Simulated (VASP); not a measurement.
Si:

```
Si
1.0
     0.00000    2.72212    2.72212
     2.72212    0.00000    2.72212
     2.72212    2.72212    0.00000
Si
2
Direct
  0.00000 0.00000 0.00000
  0.25000 0.25000 0.25000
```

Base run:

* Program: VASP 6.6.1
* Functional: PBE
* Potentials or basis: VASP PAW PBE potentials, release 64 (Si)
* Cutoff: 520 eV
* k mesh: 6 × 6 × 6
* Occupations: gaussian, width 0.01 eV
* Spin: no spin polarisation

Its results: band gap on the k mesh 0.72 eV, indirect (least direct gap 2.56 eV); pressure 1.3 GPa.

**Question.** After a change of settings the same cell gave: band gap on the k mesh 0.71 eV, indirect (least direct gap 2.54 eV); pressure 1.8 GPa. Which change was it?
A. cutoff from 520 eV to 500 eV; k mesh from 6 × 6 × 6 to 4 × 4 × 4
B. functional from PBE to PBE-based screened hybrid; k mesh from 6 × 6 × 6 to 4 × 4 × 4
C. functional from PBE to HSE06; k mesh from 6 × 6 × 6 to 4 × 4 × 4
D. k mesh from 6 × 6 × 6 to 2 × 2 × 2; further incar settings from ALGO = Normal; EDIFF = 1e-06; NBANDS = 11 to ALGO = Normal; EDIFF = 1e-07; NBANDS = 11

**Answer.** A.

Caveats: some runs use coarse meshes.
